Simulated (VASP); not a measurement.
Input of a VASP 6.6.1 run:

File INCAR:

```
SYSTEM = Li16NO7
PREC = Accurate ; ENCUT = 650
EDIFF = 1E-6 ; ISMEAR = -1
SIGMA = 0.05 ; LREAL = .FALSE.
LASPH = .TRUE. ; NELM = 120
ALGO = Normal ; ISIF = 2
LWAVE = .FALSE. ; LCHARG = .TRUE.
GGA = PS ; LELF = .TRUE.
LVHAR = .TRUE. ; NELECT = 96.0
NBANDS = 66 ; GGA_COMPAT = .FALSE.
```

The input KPOINTS:

```
Automatic mesh
0
G
  2 2 2
  0 0 0
```

The input POSCAR:

```
Li16NO7
1.0
    0.0000000000      4.5798870000      4.5798870000
    4.5798870000      0.0000000000      4.5798870000
    4.5798870000      4.5798870000      0.0000000000
Li O N
16 7 1
Direct
    0.8807210000      0.3707130000      0.3754200000
    0.3725620000      0.8690790000      0.8835160000
    0.3768120000      0.8725960000      0.3796330000
    0.8605320000      0.3896230000      0.8729700000
    0.3726980000      0.3613170000      0.8774030000
    0.8734490000      0.8747950000      0.3829930000
    0.1228240000      0.1269810000      0.1248250000
    0.6390650000      0.6248400000      0.6174520000
    0.3694880000      0.3807650000      0.3881360000
    0.8743400000      0.8837000000      0.8754650000
    0.1362580000      0.1216250000      0.6234230000
    0.6301700000      0.6128500000      0.1325580000
    0.1235730000      0.6277120000      0.1242220000
    0.6218370000      0.1336750000      0.6293620000
    0.6279150000      0.1150900000      0.1176850000
    0.1288690000      0.6278340000      0.6253240000
    0.9956430000      0.9981800000      0.9955400000
    0.9959150000      0.9961520000      0.5068940000
    0.4918140000      0.4983440000      0.0115600000
    0.0073560000      0.5098670000      0.9953580000
    0.4900360000      0.0034490000      0.5037540000
    0.4894160000      0.0013780000      0.0137450000
    0.0033500000      0.4980500000      0.4991620000
    0.4961560000      0.4991350000      0.5091030000
```

Potentials or basis: VASP PAW PBE potentials, release 64 (Li_sv, O, N).

The run is started by

```console
$ cat potpaw_PBE.64/Li_sv/POTCAR potpaw_PBE.64/O/POTCAR potpaw_PBE.64/N/POTCAR > POTCAR
$ mpirun -np 1 vasp_std > vasp.out
```

**Question.** Predict the largest force.

**Answer.** 0.952 eV/Å.

Forces in eV/Å, atoms in the order of the input:
```
Li   0.344 -0.189 -0.220
Li  -0.132  0.029  0.136
Li  -0.183  0.153 -0.335
Li  -0.251  0.315 -0.004
Li   0.406 -0.203  0.703
Li   0.029 -0.163  0.027
Li   0.072  0.006 -0.092
Li   0.016 -0.557 -0.772
Li  -0.340 -0.010  0.137
Li  -0.432 -0.104 -0.287
Li   0.155 -0.257 -0.147
Li   0.521  0.077 -0.082
Li  -0.183  0.179 -0.080
Li  -0.141 -0.165 -0.044
Li   0.816  0.085  0.067
Li  -0.020  0.235  0.101
O    0.527  0.347  0.319
O   -0.019 -0.235  0.252
O   -0.281  0.101  0.454
O   -0.082 -0.199 -0.894
O   -0.221  0.579  0.309
O   -0.609 -0.152  0.040
O    0.353 -0.054 -0.025
N   -0.347  0.180  0.438
```

Caveat: the k points lie up to 0.59 Å⁻¹ apart; the cell carries a net charge on a neutralising background, which shifts energy and pressure; the PAW data sets were made with another functional, which shifts forces and pressure a little.
